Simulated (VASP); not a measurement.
Input of a VASP 6.6.1 run:

Contents of INCAR:

```
PREC     = Accurate       # precision mode
ENCUT    = 520            # plane-wave cutoff, eV
EDIFF    = 1E-7           # SCF threshold, eV
ISMEAR   = -1             # smearing method
SIGMA    = 0.08           # smearing width, eV
LREAL    = F              # projectors in reciprocal space
LASPH    = T              # aspherical terms in the spheres
NELM     = 60             # most SCF steps
ALGO     = Normal         # electronic algorithm
ISIF     = 2              # what is computed and relaxed
LWAVE    = F              # write WAVECAR
LCHARG   = F              # write CHGCAR
GGA      = PE             # functional
NBANDS   = 12             # bands
```

File KPOINTS:

```
regular mesh
0
Gamma
  16 16 16
```

POSCAR

```
Au
1.0
   -1.6509971092      1.6509971092      1.6509971092
    1.6509971092     -1.6509971092      1.6509971092
    1.6509971092      1.6509971092     -1.6509971092
Au
1
Direct
    0.0000000000      0.0000000000      0.0000000000
```

Potentials or basis: VASP PAW PBE potentials, release 64 (Au).

Run with:

```console
$ cat potpaw_PBE.64/Au/POTCAR > POTCAR
$ mpirun -np 1 vasp_std > vasp.out
```

Question: Predict the pressure.

Answer: -0.2 GPa.
